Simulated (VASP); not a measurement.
Here is a VASP 6.6.1 calculation.

The input INCAR:

```
  PREC = Accurate
  ENCUT = 520
  EDIFF = 1E-6
  ISMEAR = 0
  SIGMA = 0.05
  LREAL = F
  LASPH = T
  NELM = 100
  ALGO = Normal
  ISIF = 2
  LWAVE = F
  LCHARG = T
  GGA = PS
  LELF = T
  LVHAR = T
  NBANDS = 19
```

KPOINTS

```
Automatic mesh
0
Gamma
  4 4 4
```

File POSCAR:

```
Li3SeBr
1.0
    5.0228741159      0.0000000000      0.0000000000
    0.0000000000      5.0228741159      0.0000000000
    0.0000000000      0.0000000000      5.0228741159
Br Se Li
1 1 3
Direct
    0.0000000000      0.0000000000      0.0000000000
    0.5000000000      0.5000000000      0.5000000000
    0.5000000000      0.5000000000      0.0000000000
    0.5000000000      0.0000000000      0.5000000000
    0.0000000000      0.5000000000      0.5000000000
```

Potentials or basis: VASP PAW PBE potentials, release 64 (Br, Se, Li_sv).

Command:

```bash
$ cat potpaw_PBE.64/Br/POTCAR potpaw_PBE.64/Se/POTCAR potpaw_PBE.64/Li_sv/POTCAR > POTCAR
$ mpirun -np 1 vasp_std > vasp.out
```

(1) Predict the band gap on the k mesh.

## Answers

(1) 2.96 eV (least direct gap 3.19 eV).
